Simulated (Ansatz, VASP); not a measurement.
# One calculation of SnO2, two programs

The input INCAR:

```
ALGO = Normal
EDIFF = 1E-7
ENCUT = 520
GGA = PE
ISIF = 2
ISMEAR = -1
LASPH = T
LCHARG = F
LREAL = F
LWAVE = F
NBANDS = 20
NELM = 80
PREC = Accurate
SIGMA = 0.02
```

File KPOINTS:

```
k-points
0
Gamma
  8 8 8
```

Contents of POSCAR:

```
SnO2
1.0
   -0.0212811226      2.5334669704      2.5334669704
    2.5334669704     -0.0212811226      2.5334669704
    2.5121858478      2.5121858478      0.0000000000
Sn O
1 2
Direct
    0.0000000000      0.0000000000      0.0000000000
    0.2504601415      0.2504601415      0.2495398585
    0.7495398585      0.7495398585      0.7504601415
```

Input for Ansatz:

```yaml
crystal:
  lattice:
    - [-0.0212811226, 2.5334669704, 2.5334669704]
    - [2.5334669704, -0.0212811226, 2.5334669704]
    - [2.5121858478, 2.5121858478, 0.0]
  atoms:
    - { symbol: Sn, position: [0.0, 0.0, 0.0] }
    - { symbol: O, position: [0.2504601415, 0.2504601415, 0.2495398585] }
    - { symbol: O, position: [0.7495398585, 0.7495398585, 0.7504601415] }
kpoints:
  mp_grid: { grid: [8, 8, 8] }
  band_path:
    path:
      - [0.0, 0.0, 0.0]
      - [0.5, 0.0, 0.5]
      - [0.625, 0.25, 0.625]
      - [0.375, 0.375, 0.75]
      - [0.5, 0.5, 0.5]
      - [0.5, 0.25, 0.75]
      - [0.25, -0.5, -0.25]
    npoints: 1
hamiltonian:
  xc: pbe
scf:
  occupations: { method: fermi_dirac, width: 0.02 }
  n_extra_bands: 4
output:
  forces: true
  stress: true
  eigenvalues: true
  write_density: true
  write_potential: true
  elf: true
  volumetric_format: npy
```

Change from the starting cell: shear_xy strain -1.7%.

Alike in both runs: task single point; functional PBE; k mesh 8 × 8 × 8; occupations fermi-dirac, width 0.02 eV; no spin polarisation.

|  | VASP | Ansatz |
| --- | --- | --- |
| version | VASP 6.6.1 | Ansatz 0.2.0 |
| potentials or method | VASP PAW PBE potentials, release 64 (Sn_d, O) | plane waves, PAW |
| plane-wave cutoff (eV) | 520 | 420 |
| valence electrons in the cell | 26 | 26 |

Ansatz gave:

```
pressure (GPa)                                                : 9.3
traceless stress, the component that is largest in VASP (GPa) : 0.38
rms of the force components (eV/Å)                            : 0.009
```

Question: Which values does VASP return?

Answer: Pressure (GPa): 10.0; traceless stress, the component that is largest in VASP (GPa): 0.43; rms of the force components (eV/Å): 0.011.

Atom by atom the forces differ by 0.002 eV/Å (rms over components).
